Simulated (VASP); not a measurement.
Write the native input for VASP 6.6.1 that does the following.

```yaml
Task: single point
Functional: PBE
Potentials_or_basis: VASP PAW PBE potentials, release 64 (Zn, S)
Cutoff: 520 eV
k_mesh: 8 × 8 × 8
Occupations: fermi-dirac, width 0.02 eV
Spin: no spin polarisation
Dipole_correction: no
Further_INCAR_settings: ALGO = Normal; EDIFF = 1e-06; NBANDS = 16
```

The structure of ZnS lies in POSCAR:

```
ZnS
1.0
    0.0000000000      2.5863223983      2.8198221184
    2.5863223983      0.0000000000      2.8198221184
    2.5863223983      2.5863223983      0.0000000000
Zn S
1 1
Direct
    0.0000000000      0.0000000000      0.0000000000
    0.2500000000      0.2500000000      0.2500000000
```

This cell differs from its parent crystal: epitaxial xy strain -4.0%.

These files were run (other wordings do the same):

INCAR

```
SYSTEM = ZnS
PREC     = Accurate       ! precision mode
ENCUT    = 520            ! plane-wave cutoff, eV
EDIFF    = 1E-6           ! SCF threshold, eV
ISMEAR   = -1             ! smearing method
SIGMA    = 0.02           ! smearing width, eV
LREAL    = .False.        ! projectors in reciprocal space
LASPH    = .True.         ! aspherical terms in the spheres
NELM     = 60             ! most SCF steps
ALGO     = Normal         ! electronic algorithm
ISIF     = 2              ! what is computed and relaxed
LWAVE    = .False.        ! write WAVECAR
LCHARG   = .False.        ! write CHGCAR
GGA      = PE             ! functional
NBANDS   = 16             ! bands
```

KPOINTS

```
Automatic mesh
0
Gamma
  8 8 8
  0 0 0
```

Potentials or basis: VASP PAW PBE potentials, release 64 (Zn, S).

Command:

```sh
$ cat potpaw_PBE.64/Zn/POTCAR potpaw_PBE.64/S/POTCAR > POTCAR
$ mpirun -np 1 vasp_std > vasp.out
```

Results of the run:

| Quantity | Value |
| --- | --- |
| Pressure | 5.3 GPa |
| Band gap on the k mesh | 2.16 eV, direct |

Caveat: the cell differs from its parent crystal (epitaxial xy strain -4.0%).

Wall time 19 s on 1 thread of Intel(R) Xeon(R) Platinum 8488C (Sapphire Rapids), on a shared host, peak memory 0.17 GiB.
